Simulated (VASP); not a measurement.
The system is KI.

```xyz
2
Lattice="4.2911 0.0000 0.0000 0.0000 4.2911 0.0000 0.0000 0.0000 4.1842" Properties=species:S:1:pos:R:3 pbc="T T T"
K     0.0000    0.0000    0.0000
I     2.1455    2.1455    2.0921
```

This cell differs from its parent crystal: uniaxial z strain -2.5%.

Base run:

* Program: VASP 6.6.1
* Functional: HSE06
* Potentials or basis: VASP PAW PBE potentials, release 64 (K_sv, I)
* Cutoff: 520 eV
* k mesh: 4 × 4 × 4
* Occupations: gaussian, width 0.01 eV
* Spin: no spin polarisation

Its results: band gap on the k mesh 4.26 eV (least direct gap 4.64 eV); pressure 0.7 GPa.

**Question.** The run is repeated on the same cell with these changes: functional from HSE06 to PBE; further incar settings from ALGO = Normal; EDIFF = 1e-06; NBANDS = 15 to ALGO = Normal; EDIFF = 1e-07; NBANDS = 15. What comes out?

**Answer.** Band gap on the k mesh 3.29 eV (least direct gap 3.63 eV); pressure 1.0 GPa.

Caveats: spin-orbit coupling is left out, which moves the levels of the heavy elements; the PAW data sets were made with another functional, which shifts forces and pressure a little (at least some runs).

A k mesh can miss the band edges.
